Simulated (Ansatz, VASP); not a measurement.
**Ag: VASP beside Ansatz**

File INCAR:

```
SYSTEM = Ag
PREC = Accurate ; ENCUT = 520
EDIFF = 1E-8 ; ISMEAR = -1
SIGMA = 0.05 ; LREAL = .False.
LASPH = .True. ; NELM = 100
ALGO = Normal ; ISIF = 2
LWAVE = .False. ; LCHARG = .False.
GGA = PE ; LEFG = .True.
NBANDS = 18
```

KPOINTS

```
Automatic mesh
0
Gamma
  11 11 11
  0 0 0
```

File POSCAR:

```
Ag
1.0
    0.0000000000      3.1289444792      3.1289444792
    3.1289444792      0.0000000000      3.1289444792
    3.1289444792      3.1289444792      0.0000000000
Ag
2
Direct
    0.0000000000      0.0000000000      0.0000000000
    0.2500000000      0.2500000000      0.2500000000
```

Input for Ansatz:

```yaml
crystal:
  lattice:
    - [0.0, 3.1289444792, 3.1289444792]
    - [3.1289444792, 0.0, 3.1289444792]
    - [3.1289444792, 3.1289444792, 0.0]
  atoms:
    - { symbol: Ag, position: [0.0, 0.0, 0.0] }
    - { symbol: Ag, position: [0.25, 0.25, 0.25] }
kpoints:
  mp_grid: { grid: [11, 11, 11] }
scf:
  occupations: { method: fermi_dirac, width: 0.05 }
hamiltonian:
  xc: pbe
  pseudopotentials: { kind: paw }
output:
  forces: true
  stress: true
  eigenvalues: true
  efg: { contact_densities: true }
```

Change from the starting cell: volume scaled by 1.02, PAW files.

Alike in both runs: task electric field gradients; functional PBE; k mesh 11 × 11 × 11; occupations fermi-dirac, width 0.05 eV; no spin polarisation.

```csv
,VASP,Ansatz
version,VASP 6.6.1,Ansatz 0.2.0
potentials or method,"VASP PAW PBE potentials, release 64 (Ag)","PAW with Ansatz's default frozen-core files, scalar-relativistic"
plane-wave cutoff (eV),520,420
valence electrons in the cell,22,38
```

```tsv
	VASP	Ansatz	Ansatz less VASP
pressure (GPa)	-0.6	-0.6	+0.05
```

VASP's potentials hold 22 valence electrons a cell and Ansatz's 38, so a difference there can come from the potentials and not from the codes.
